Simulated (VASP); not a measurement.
# Al in VASP: single point with PBEsol

Aim: the single point of Al with PBEsol.

Everything below comes from runs of VASP 6.6.1. Logs are shortened: lines on timing, memory, paths and dates and some standing lists are left out, and cuts for length are marked.

## Step 1: The cell of the first run

The cell holds a sublattice, 5 atoms: a = 3.895 Å, b = 3.895 Å, c = 8.326 Å, α = 90.00°, β = 90.00°, γ = 90.00°.

## Step 2: Single point, PBEsol

Input file INCAR:

```
ALGO = Normal
EDIFF = 1E-6
ENCUT = 520
GGA = PS
ISIF = 2
ISMEAR = 0
LASPH = True
LCHARG = True
LELF = True
LREAL = False
LVHAR = True
LWAVE = False
NBANDS = 16
NELM = 100
PREC = Accurate
SIGMA = 0.1
```

Input file KPOINTS:

```
k-points
0
Gamma
  10 10 4
```

Input file POSCAR:

```
Al
1.0
    3.8953831800      0.0000000000      0.0000000000
    0.0000000000      3.8953831800      0.0000000000
    0.0000000000      0.0000000000      8.3260242100
Al
5
Direct
    0.0000000000      0.5000000000      0.2504879700
    0.0000000000      0.5000000000      0.7495120300
    0.5000000000      0.0000000000      0.2504879700
    0.5000000000      0.0000000000      0.7495120300
    0.0000000000      0.0000000000      0.0000000000
```

Potentials or basis: VASP PAW PBE potentials, release 64 (Al).

Launch:

```
> cat potpaw_PBE.64/Al/POTCAR > POTCAR
> mpirun -np 1 vasp_std > vasp.out
```

OUTCAR:

```text
EDIFF = 1E-6
   ENCUT = 520
   GGA = PS
   ISIF = 2
   ISMEAR = 0
   LASPH = True
   LREAL = False
   NELM = 100
   PREC = Accurate

 ion  position               nearest neighbor table
   1  0.000  0.500  0.250-   3 2.75   3 2.75   3 2.75   3 2.75   5 2.85   5 2.85
   2  0.000  0.500  0.750-   4 2.75   4 2.75   4 2.75   4 2.75   5 2.85   5 2.85
   3  0.500  0.000  0.250-   1 2.75   1 2.75   1 2.75   1 2.75   5 2.85   5 2.85
   4  0.500  0.000  0.750-   2 2.75   2 2.75   2 2.75   2 2.75   5 2.85   5 2.85
   5  0.000  0.000  0.000-   1 2.85   2 2.85   3 2.85   4 2.85   1 2.85   2 2.85   3 2.85   4 2.85

  LATTYP: Found a simple tetragonal cell.
 ALAT       =     3.8953831800
 C/A-ratio  =     2.1374082665

  Lattice vectors:

 A1 = (   3.8953831800,   0.0000000000,   0.0000000000)
 A2 = (   0.0000000000,   3.8953831800,   0.0000000000)
 A3 = (   0.0000000000,   0.0000000000,   8.3260242100)

Analysis of symmetry for initial positions (statically):
=====================================================================
 Subroutine PRICEL returns:
 Original cell was already a primitive cell.

 Routine SETGRP: Setting up the symmetry group for a
 simple tetragonal supercell.

 Subroutine GETGRP returns: Found 16 space group operations
 (whereof 16 operations were pure point group operations)
 out of a pool of 16 trial point group operations.

The static configuration has the point symmetry D_4h.

Analysis of symmetry for dynamics (positions and initial velocities):
=====================================================================
 Subroutine PRICEL returns:
 Original cell was already a primitive cell.

 Routine SETGRP: Setting up the symmetry group for a
 simple tetragonal supercell.

 Subroutine GETGRP returns: Found 16 space group operations
 (whereof 16 operations were pure point group operations)
 out of a pool of 16 trial point group operations.

The dynamic configuration has the point symmetry D_4h.

 Subroutine INISYM returns: Found 16 space group operations
 (whereof 16 operations are pure point group operations),
 and found     1 'primitive' translations

----------------------------------------------------------------------------------------

                                     Primitive cell

  volume of cell :     126.3392

  direct lattice vectors                    reciprocal lattice vectors
     3.895383180  0.000000000  0.000000000     0.256714155  0.000000000  0.000000000
     0.000000000  3.895383180  0.000000000     0.000000000  0.256714155  0.000000000
     0.000000000  0.000000000  8.326024210     0.000000000  0.000000000  0.120105344

  length of vectors
     3.895383180  3.895383180  8.326024210     0.256714155  0.256714155  0.120105344

  position of ions in fractional coordinates (direct lattice)
     0.000000000  0.500000000  0.250487970
     0.000000000  0.500000000  0.749512030
     0.500000000  0.000000000  0.250487970
     0.500000000  0.000000000  0.749512030
     0.000000000  0.000000000  0.000000000

  ion indices of the primitive-cell ions
   primitive index   ion index
                 1           1
                 2           2
                 3           3
                 4           4
                 5           5

----------------------------------------------------------------------------------------

 KPOINTS: k-points

Automatic generation of k-mesh.
 Grid dimensions read from file:
 generate k-points for:   10   10    4

 Generating k-lattice:

  Cartesian coordinates                     Fractional coordinates (reciprocal lattice)
     0.025671415  0.000000000  0.000000000     0.100000000  0.000000000  0.000000000
     0.000000000  0.025671415  0.000000000     0.000000000  0.100000000  0.000000000
     0.000000000  0.000000000  0.030026336     0.000000000  0.000000000  0.250000000

  Length of vectors
     0.025671415  0.025671415  0.030026336

  Shift w.r.t. Gamma in fractional coordinates (k-lattice)
     0.000000000  0.000000000  0.000000000

 Subroutine IBZKPT returns following result:
 ===========================================

 Found     63 irreducible k-points:

 Following reciprocal coordinates:
            Coordinates               Weight
  0.000000  0.000000  0.000000      1.000000
  0.100000  0.000000  0.000000      4.000000
  0.200000  0.000000  0.000000      4.000000
  0.300000  0.000000  0.000000      4.000000
  0.400000  0.000000  0.000000      4.000000
  0.500000  0.000000  0.000000      2.000000
[... 16 lines left out ...]
  0.100000  0.000000  0.250000      8.000000
  0.200000  0.000000  0.250000      8.000000
 [... further k-points ...]
   k-points           NKPTS =     63   k-points in BZ     NKDIM =     63   number of bands    NBANDS=     16
   number of dos      NEDOS =    301   number of ions     NIONS =      5
   total plane-waves  NPLWV =  57600
   dimension x,y,z NGX =    30 NGY =   30 NGZ =   64
   dimension x,y,z NGXF=    60 NGYF=   60 NGZF=  128
   ions per type =               5
   NGX,Y,Z   is equivalent  to a cutoff of  12.80, 12.80, 12.78 a.u.
   NGXF,Y,Z  is equivalent  to a cutoff of  25.61, 25.61, 25.56 a.u.
 SYSTEM =  unknown system
   PREC   = accura    normal or accurate (medium, high low for compatibility)
   ISTART =      0    job   : 0-new  1-cont  2-samecut
   ICHARG =      2    charge: 1-file 2-atom 10-const
   ISPIN  =      1    spin polarized calculation?
   LNONCOLLINEAR =      F non collinear calculations
   LSORBIT =      F    spin-orbit coupling
   LASPH  =      T    aspherical Exc in radial PAW
   ENCUT  =  520.0 eV  38.22 Ry    6.18 a.u.   7.24  7.24 15.48*2*pi/ulx,y,z
   NELM   =    100;   NELMIN=  2; NELMDL= -5     # of ELM steps
   EDIFF  = 0.1E-05   stopping-criterion for ELM
   LREAL  =      F    real-space projection
   EDIFFG = 0.1E-04   stopping-criterion for IOM
   NSW    =      0    number of steps for IOM
   IBRION =     -1    ionic relax: 0-MD 1-quasi-New 2-CG
   NFREE  =      0    steps in history (QN), initial steepest desc. (CG)
   ISIF   =      2    stress and relaxation
   ISYM   =      2    0-nonsym 1-usesym 2-fastsym
   POTIM  = 0.5000    time-step for ionic-motion
   TEBEG  =    0.0;   TEEND  =   0.0 temperature during run
   PSTRESS=    0.0 pullay stress
   NELECT =      15.0000    total number of electrons
   NUPDOWN=      -1.0000    fix difference up-down
   EMIN   =  10.00;   EMAX   =-10.00  energy-range for DOS
   EFERMI =   0.00;   METHOD = LEGACY
   ISMEAR =     0;   SIGMA  =   0.10  broadening in eV -4-tet -1-fermi 0-gaus
   EFERMI_NEDOS =   21; number of points for ismear=-14 and -15
   IALGO  =     38    algorithm
   IMIX   =      4    mixing-type and parameters
     AMIX     =   0.40;   BMIX     =  1.00
     AMIX_MAG =   1.60;   BMIX_MAG =  1.00
  volume/ion in A,a.u.               =      25.27       170.52
  Fermi-wavevector in a.u.,A,eV,Ry     =   0.804623  1.520517  8.808664  0.647419
  Thomas-Fermi vector in A             =   1.912715
   LORBIT       =      0    0 simple, 1 ext, 2 COOP (PROOUT), +10 PAW based schemes
   GGA     = PS    functional components
   LHFCALC =     F    Hartree Fock is set to
   AEXX    =    0.0000 exact exchange contribution
   IVDW    =     0    specifies the selected vdW correction
   LEPSILON=     F    determine dielectric tensor
   LRPA    =     F    only Hartree local field effects (RPA)
 non-spin polarized calculation
 Gauss-broadening in eV      SIGMA  =   0.10
  energy-cutoff  :      520.00
  volume of cell :      126.34
 maximum number of plane-waves:      3428
 NGX is ok and might be reduce to    30
   NGX = 15   NGY = 15   NGZ = 31

 number of electron      15.0000000 magnetization

 Free energy of the ion-electron system (eV)
  ---------------------------------------------------
  ext. energy  EPLUGINS =         0.00000000
  ---------------------------------------------------
  free energy    TOTEN  =       -17.65694982 eV

  energy without entropy =      -17.64098901  energy(sigma->0) =      -17.64896941

 E-fermi :   3.7436     XC(G=0):  -8.5364

 val. band max:        3.6884738516   @ k =   0.1000   0.0000   0.0000
 cond. band min:       3.7475683177   @ k =   0.4000   0.0000   0.2500
 fundamental gap:      0.0590944662
 Fermi energy:         3.7435783823

 k-point     1 :       0.0000    0.0000    0.0000
  band No.  band energies     occupation
      1      -5.2324      2.00000
      2      -3.9637      2.00000
      3      -0.8925      2.00000
      4       3.1693      2.00000
      5       3.4911      1.99964
      6       3.4911      1.99964
[... 8 lines left out ...]
     15       7.8751      0.00000
     16       7.8751      0.00000

 k-point     2 :       0.1000    0.0000    0.0000
  band No.  band energies     occupation
      1      -5.1388      2.00000
      2      -3.8683      2.00000
      3      -0.8088      2.00000
      4       2.4304      2.00000
      5       3.1018      2.00000
      6       3.5743      1.98336
[... 8 lines left out ...]
     15       7.9266      0.00000
     16       8.7912      0.00000

 k-point     3 :       0.2000    0.0000    0.0000
  band No.  band energies     occupation
      1      -4.8602      2.00000
      2      -3.5831      2.00000
      3      -0.5848      2.00000
      4       1.0240      2.00000
      5       1.9903      2.00000
      6       3.6464      1.83076
[... 8 lines left out ...]
     15       8.9152      0.00000
     16       9.2252      0.00000

 k-point     4 :       0.3000    0.0000    0.0000
  band No.  band energies     occupation
      1      -4.4052      2.00000
      2      -3.1121      2.00000
      3      -0.6778      2.00000
      4       0.2319      2.00000
      5       0.6758      2.00000
      6       3.7754      0.65275
[... 8 lines left out ...]
     15       8.7352      0.00000
     16       9.1018      0.00000
[... 324 lines left out ...]
 k-point    22 :       0.0000    0.0000    0.2500
  band No.  band energies     occupation
      1      -5.1849      2.00000
      2      -4.0924      2.00000
      3      -0.5418      2.00000
      4       2.2829      2.00000
      5       3.5294      1.99755
      6       3.5294      1.99755
[... 8 lines left out ...]
     15       8.0933      0.00000
     16       8.4219      0.00000

 k-point    23 :       0.1000    0.0000    0.2500
  band No.  band energies     occupation
      1      -5.0915      2.00000
      2      -3.9968      2.00000
      3      -0.4600      2.00000
      4       2.3177      2.00000
      5       2.5022      2.00000
      6       3.4409      1.99998
[... 8 lines left out ...]
     15       8.1388      0.00000
     16       9.0574      0.00000

 k-point    24 :       0.2000    0.0000    0.2500
  band No.  band energies     occupation
      1      -4.8135      2.00000
      2      -3.7113      2.00000
      3      -0.2537      2.00000
      4       1.0919      2.00000
      5       1.8327      2.00000
      6       2.7861      2.00000
[... 8 lines left out ...]
     15       8.6532      0.00000
     16       9.4431      0.00000

 [... further k-points ...]
[... 5 lines left out ...]
  --------------------------------------------------------------------------------------
  -------------------------------------------------------------------------------------
  Total       -3.0132482     -3.0132482     -3.8802492      0.0000000      0.0000000      0.0000000
  in kB      -38.2126752    -38.2126752    -49.2075975      0.0000000      0.0000000      0.0000000
  external PRESSURE =     -41.8776493 kB  Pullay stress =       0.0000000 kB

 VOLUME and BASIS-vectors are now :
 -----------------------------------------------------------------------------
  energy-cutoff  :      520.00
  volume of cell :      126.34
      direct lattice vectors                 reciprocal lattice vectors
     3.895383180  0.000000000  0.000000000     0.256714155  0.000000000  0.000000000
     0.000000000  3.895383180  0.000000000     0.000000000  0.256714155  0.000000000
     0.000000000  0.000000000  8.326024210     0.000000000  0.000000000  0.120105344

 POSITION                                       TOTAL-FORCE (eV/Angst)
 -----------------------------------------------------------------------------------
      0.00000      1.94769      2.08557         0.000000     -0.000000     -0.033503
      0.00000      1.94769      6.24046         0.000000      0.000000      0.033503
      1.94769      0.00000      2.08557         0.000000     -0.000000     -0.033503
      1.94769      0.00000      6.24046         0.000000     -0.000000      0.033503
      0.00000      0.00000      0.00000         0.000000     -0.000000      0.000000
 -----------------------------------------------------------------------------------
    total drift:                               -0.000000     -0.000000     -0.000000

  FREE ENERGIE OF THE ION-ELECTRON SYSTEM (eV)
  ---------------------------------------------------
  free  energy   TOTEN  =       -17.6569498205 eV

  energy  without entropy=      -17.6409890081  energy(sigma->0) =      -17.64896941
```

It took 57 s on 1 thread of Intel Xeon Platinum 8559C (Emerald Rapids), shared host; peak memory 0.27 GiB.

Results:

```
Free energy   : -17.6569 eV
Pressure      : -4.2 GPa
Largest force : 0.034 eV/Å
```

Forces on the atoms (eV/Å):
```
Al   0.000  0.000 -0.034
Al   0.000  0.000  0.034
Al   0.000  0.000 -0.034
Al   0.000  0.000  0.034
Al   0.000  0.000  0.000
```

Stress tensor (GPa, compression positive):
```
-3.82  0.00  0.00
 0.00 -3.82  0.00
 0.00  0.00 -4.92
```

Caveat: the PAW data sets were made with another functional, which shifts forces and pressure a little.
